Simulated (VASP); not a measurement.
Wanted: the native input for a VASP 6.6.1 run.

```
Task                   : single point
Functional             : PBE
Potentials or basis    : VASP PAW PBE potentials, release 64 (Cl)
Cutoff                 : 520 eV
k mesh                 : 17 × 17 × 17
Occupations            : fermi-dirac, width 0.1 eV
Spin                   : no spin polarisation
Dipole correction      : no
Further INCAR settings : ALGO = Normal; EDIFF = 1e-06; NBANDS = 10
```

The structure of Cl lies in POSCAR:

```
Cl
1.0
   -1.7544276415      1.7544276415      1.7544276415
    1.7544276415     -1.7544276415      1.7544276415
    1.7544276415      1.7544276415     -1.7544276415
Cl
1
Direct
    0.0000000000      0.0000000000      0.0000000000
```

These files were run (other wordings do the same):

INCAR

```
ALGO = Normal
EDIFF = 1E-6
ENCUT = 520
GGA = PE
ISIF = 2
ISMEAR = -1
LASPH = T
LCHARG = F
LREAL = F
LWAVE = F
NBANDS = 10
NELM = 100
PREC = Accurate
SIGMA = 0.1
```

KPOINTS

```
k-points
0
Gamma
  17 17 17
```

Potentials or basis: VASP PAW PBE potentials, release 64 (Cl).

Launch:

```bash
$ cat potpaw_PBE.64/Cl/POTCAR > POTCAR
$ mpirun -np 1 vasp_std > vasp.out
```

It gave:

```
Pressure : -0.1 GPa
```

Caveat: an odd number of electrons without spin polarisation forces a metal; a magnetic or distorted state may lie lower.

Wall time 11 s on 1 thread of AMD EPYC 9R45 (Zen 5), on a shared host, peak memory 0.12 GiB.
